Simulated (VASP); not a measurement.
A run of VASP 6.6.1 is set up as follows.

Contents of INCAR:

```
SYSTEM = Zn
PREC     = Accurate       ! precision mode
ENCUT    = 520            ! plane-wave cutoff, eV
EDIFF    = 1E-6           ! SCF threshold, eV
ISMEAR   = -1             ! smearing method
SIGMA    = 0.05           ! smearing width, eV
LREAL    = .False.        ! projectors in reciprocal space
LASPH    = .True.         ! aspherical terms in the spheres
NELM     = 100            ! most SCF steps
ALGO     = Normal         ! electronic algorithm
ISIF     = 2              ! what is computed and relaxed
LWAVE    = .False.        ! write WAVECAR
LCHARG   = .False.        ! write CHGCAR
GGA      = CA             ! functional
NBANDS   = 12             ! bands
```

Contents of KPOINTS:

```
Automatic mesh
0
Gamma
  12 12 12
  0 0 0
```

Contents of POSCAR:

```
Zn
1.0
   -1.5478311978      1.5478311978      1.5478311978
    1.5478311978     -1.5478311978      1.5478311978
    1.5478311978      1.5478311978     -1.5478311978
Zn
1
Direct
    0.0000000000      0.0000000000      0.0000000000
```

Potentials or basis: VASP PAW LDA potentials, release 64 (Zn).

Command:

```bash
$ cat potpaw_LDA.64/Zn/POTCAR > POTCAR
$ mpirun -np 1 vasp_std > vasp.out
```

Q: Estimate the pressure.

A: -5.7 GPa.

Q: Estimate the band gap on the k mesh.

A: Zero (band 6 reaches 7.35 eV, above the bottom of band 7 at 2.17 eV).
